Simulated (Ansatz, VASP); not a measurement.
# One calculation of Hf, two programs

```
CELL_PARAMETERS angstrom
-2.00075 1.81021 1.81021
1.81021 -2.00075 1.81021
1.81021 1.81021 -2.00075
ATOMIC_POSITIONS crystal
Hf 0.00000 0.00000 0.00000
```

Alike in both runs: task single point; functional PBEsol; k mesh 20 × 20 × 20; occupations gaussian, width 0.15 eV; no spin polarisation.

```csv
,VASP,Ansatz
version,VASP 6.6.1,Ansatz 0.2.0
potentials or method,"VASP PAW PBE potentials, release 64 (Hf_pv), cutoff 520 eV","scalar-relativistic, plane waves, PAW"
valence electrons in the cell,10,26
```

|  | VASP | Ansatz | Ansatz less VASP |
| --- | --- | --- | --- |
| gap on the k mesh at the Fermi level (eV) | none | none | - |
| pressure (GPa) | -8.3 | -8.2 | +0.10 |
| traceless stress, the component that is largest in VASP (GPa) | 2.98 | 3.00 | +0.023 |

VASP's potentials were made for PBE, not for PBEsol. A gap of «none» marks a metal or a gap that the smearing closes. VASP's potentials hold 10 valence electrons a cell and Ansatz's 26, so a difference there can come from the potentials and not from the codes.

Spin-orbit coupling is off throughout.
